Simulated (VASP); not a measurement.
MgO, 2 atoms in the cell. Symmetry: P4/mmm, No. 123, tetragonal system. The conventional cell has a = 2.748 Å, b = 2.748 Å, c = 2.623 Å, α = 90.00°, β = 90.00°, γ = 90.00°. Mg (site symmetry 4/mmm) has 8 O at 2.34 Å and 6 Mg at 2.62 to 2.75 Å within 3.1 Å. O (site symmetry 4/mmm) has 8 Mg at 2.34 Å and 6 O at 2.62 to 2.75 Å within 3.1 Å.  This cell differs from its parent crystal: biaxial xy strain +4.8%.

| Item | Value |
| --- | --- |
| Program | VASP 6.6.1 |
| Task | single point |
| Functional | HSE06 |
| Potentials or basis | VASP PAW PBE potentials, release 64 (Mg, O) |
| Cutoff | 520 eV |
| k mesh | 6 × 6 × 6 |
| Occupations | gaussian, width 0.01 eV |
| Spin | no spin polarisation |
| Dipole correction | no |
| Grid for exact exchange (PRECFOCK) | Normal |
| Further INCAR settings | ALGO = Normal; EDIFF = 1e-07; NBANDS = 11 |
| Screening parameter | 0.2079 1/Å |

Potentials or basis: VASP PAW PBE potentials, release 64 (Mg, O).

Launch:

```bash
$ cat potpaw_PBE.64/Mg/POTCAR potpaw_PBE.64/O/POTCAR > POTCAR
$ cp INCAR.step1 INCAR
$ mpirun -np 1 vasp_std > vasp.out
$ cp INCAR.step2 INCAR
$ mpirun -np 1 vasp_std > vasp.out
```

Hardware: 1 thread of Intel Xeon 6975P-C, with other jobs on the host.

**Question.** How long does it take, and how much memory?

**Answer.** Wall time 9 min on 1 thread of Intel Xeon 6975P-C, on a shared host, peak memory 0.24 GiB. Counts: k points 40.
